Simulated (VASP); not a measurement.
K2CdSe2O6, 11 atoms in the cell. Symmetry: R-3m, No. 166, trigonal system. The conventional cell has a = 5.698 Å, b = 5.698 Å, c = 18.949 Å, α = 90.00°, β = 90.00°, γ = 120.00°. K (site symmetry 3m) has 9 O at 2.79 to 3.03 Å and 4 Se at 3.41 to 3.73 Å and 3 K at 3.49 Å and 1 Cd at 3.74 Å within 3.8 Å. Cd (site symmetry -3m) has 6 O at 2.33 Å within 3.1 Å. Within 2.3 Å of Se (site symmetry 3m) lie 3 O at 1.72 Å. O (site symmetry m) has 1 Se at 1.72 Å and 1 Cd at 2.33 Å within 2.4 Å. 

| Quantity | Value |
| --- | --- |
| Program | VASP 6.6.1 |
| Task | electric field gradients |
| Functional | r2SCAN |
| Potentials or basis | VASP PAW PBE potentials, release 64 (K_sv, Cd, Se, O) |
| Cutoff | 520 eV |
| k mesh | 5 × 5 × 5 |
| Occupations | fermi-dirac, width 0.02 eV |
| Spin | no spin polarisation |
| Dipole correction | no |
| Further INCAR settings | ALGO = Normal; EDIFF = 1e-08; NBANDS = 50 |

Potentials or basis: VASP PAW PBE potentials, release 64 (K_sv, Cd, Se, O).

Run with:

```bash
$ cat potpaw_PBE.64/K_sv/POTCAR potpaw_PBE.64/Cd/POTCAR potpaw_PBE.64/Se/POTCAR potpaw_PBE.64/O/POTCAR > POTCAR
$ cp INCAR.step1 INCAR
$ mpirun -np 1 vasp_std > vasp.out
$ cp INCAR.step2 INCAR
$ mpirun -np 1 vasp_std > vasp.out
```

Hardware: 1 thread of Intel(R) Xeon(R) 6975P-C (Granite Rapids) (shared host).

**Question.** How long does it take, and how much memory?

**Answer.** Run time: 13 min on 1 thread of Intel(R) Xeon(R) 6975P-C (Granite Rapids) (shared host), peak memory 0.51 GiB. Counts: k points 19.
